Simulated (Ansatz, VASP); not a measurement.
**Two plane-wave programs on Ca**

File INCAR:

```
ALGO = Normal
EDIFF = 1E-6
ENCUT = 520
GGA = RE
ISIF = 2
ISMEAR = -1
LASPH = True
LCHARG = False
LREAL = False
LWAVE = False
NBANDS = 11
NELM = 80
PREC = Accurate
SIGMA = 0.1
```

The input KPOINTS:

```
k-points
0
Gamma
  10 10 10
```

File POSCAR:

```
Ca
1.0
    3.5909557285      0.0000000000      0.0000000000
    0.0000000000      3.5909557285      0.0000000000
    0.0000000000      0.0000000000      3.5909557285
Ca
1
Direct
    0.0000000000      0.0000000000      0.0000000000
```

Input for Ansatz:

```yaml
crystal:
  lattice:
    - [3.5909557285, 0.0, 0.0]
    - [0.0, 3.5909557285, 0.0]
    - [0.0, 0.0, 3.5909557285]
  atoms:
    - { symbol: Ca, position: [0.0, 0.0, 0.0] }
hamiltonian:
  xc: revpbe
  pseudopotentials:
    kind: paw
    azcp:
      Ca: "pseudopotentials/Ca.paw.azcp"
basis:
  ecutwfc: 420
  fft_grid_basis: typed
kpoints:
  mp_grid: { grid: [10, 10, 10], shift: [0, 0, 0] }
magnetization:
  spin_polarized: false
scf:
  occupations: { method: fermi_dirac, width: 0.1 }
  lower_state_search: "off"
output:
  stress: true
```

Alike in both runs: task single point; functional revPBE; k mesh 10 × 10 × 10; occupations fermi-dirac, width 0.1 eV; no spin polarisation.

|  | VASP | Ansatz |
| --- | --- | --- |
| version | VASP 6.6.1 | Ansatz 0.2.0 |
| potentials or method | VASP PAW PBE potentials, release 64 (Ca_sv), cutoff 520 eV | plane waves (420 eV) with PAW, scalar-relativistic |
| valence electrons in the cell | 10 | 10 |

```tsv
	VASP	Ansatz	Ansatz less VASP
pressure (GPa)	-0.1	-0.1	0.00
```

VASP's potentials were made for PBE, not for revPBE.
